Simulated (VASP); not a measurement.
NiF: single point with PBE

The system is NiF.

```
Ni F
1.0
     0.00000    2.28718    2.28718
     2.28718    0.00000    2.28718
     2.28718    2.28718    0.00000
Ni F
1 1
Direct
  0.00000 0.00000 0.00000
  0.75000 0.75000 0.75000
```

- Program: VASP 6.6.1
- Task: single point
- Functional: PBE
- Potentials or basis: VASP PAW PBE potentials, release 64 (Ni, F)
- Cutoff: 520 eV
- k mesh: 10 × 10 × 10
- Occupations: fermi-dirac, width 0.05 eV
- Spin: collinear spin, ferromagnetic start
- Starting moments: [1.0, 0.0] μB

The pressure is 14.7 GPa and the net moment is 1.14 μB per cell. The site moments are Ni +1.11; F +0.08 μB. The valence electrons inside the program's atomic spheres are Ni 9.02; F 6.09.

Levels at points of the mesh, in eV from the Fermi level:
Spin up:
```csv
k point,band 5,band 6,band 7,band 8,band 9,band 10,band 11,band 12,band 13,band 14
"(0.00, 0.00, 0.00)",-2.23,-1.78,-1.78,-0.87,-0.87,-0.87,13.27,13.27,13.27,19.26
"(0.50, 0.00, 0.00)",-2.18,-1.71,-1.71,-1.25,-1.25,3.65,4.44,12.74,12.74,16.09
"(0.50, 0.50, 0.00)",-2.62,-1.74,-1.56,-1.56,-1.50,4.06,6.83,10.24,11.86,11.86
```
Spin down:
```csv
k point,band 6,band 7,band 8,band 9,band 10,band 11
"(0.00, 0.00, 0.00)",-1.07,-1.07,0.43,0.43,0.43,13.38
"(0.50, 0.00, 0.00)",-0.97,-0.94,0.05,0.05,3.69,4.56
"(0.50, 0.50, 0.00)",-1.10,-0.76,-0.16,-0.16,4.22,7.03
```

Run time: 49 s on 1 thread of Intel(R) Xeon(R) Platinum 8259CL CPU @ 2.50GHz (Skylake/Cascade Lake) (shared host), peak memory 0.16 GiB.

Caveat: the cell stands under pressure; a cell with one magnetic atom can't hold antiferromagnetic order, which such compounds often take; semilocal functionals often make such compounds metallic where correlation or magnetic order opens a gap, which also shifts bond lengths. With open d or f shells a metallic result of PBE can be an artefact of self-interaction; +U or a hybrid may open a gap.
